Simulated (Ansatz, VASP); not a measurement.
## One calculation of SrCl2, two programs

```
Sr Cl
1.0
     0.00000    3.49765    3.49765
     3.49765    0.00000    3.49765
     3.49765    3.49765    0.00000
Sr Cl
1 2
Direct
  0.00000 0.00000 0.00000
  0.25000 0.25000 0.25000
  0.75000 0.75000 0.75000
```

Alike in both runs: task single point; functional r2SCAN; dispersion D4; k mesh 4 × 4 × 4; no spin polarisation.

|  | VASP | Ansatz |
| --- | --- | --- |
| version | VASP 6.6.1 | Ansatz 0.2.0 |
| potentials or method | VASP PAW PBE potentials, release 64 (Sr_sv, Cl) | plane waves |
| plane-wave cutoff (eV) | 550 | 500 |
| occupations | gaussian, width 0.01 eV | fixed |
| valence electrons in the cell | 24 | 24 |

|  | VASP | Ansatz | Ansatz less VASP |
| --- | --- | --- | --- |
| gap on the k mesh at the Fermi level (eV) | 5.94 | 5.94 | 0.000 |
| pressure (GPa) | -0.4 | -0.4 | -0.06 |

VASP's potentials were made for PBE, not for r2SCAN.
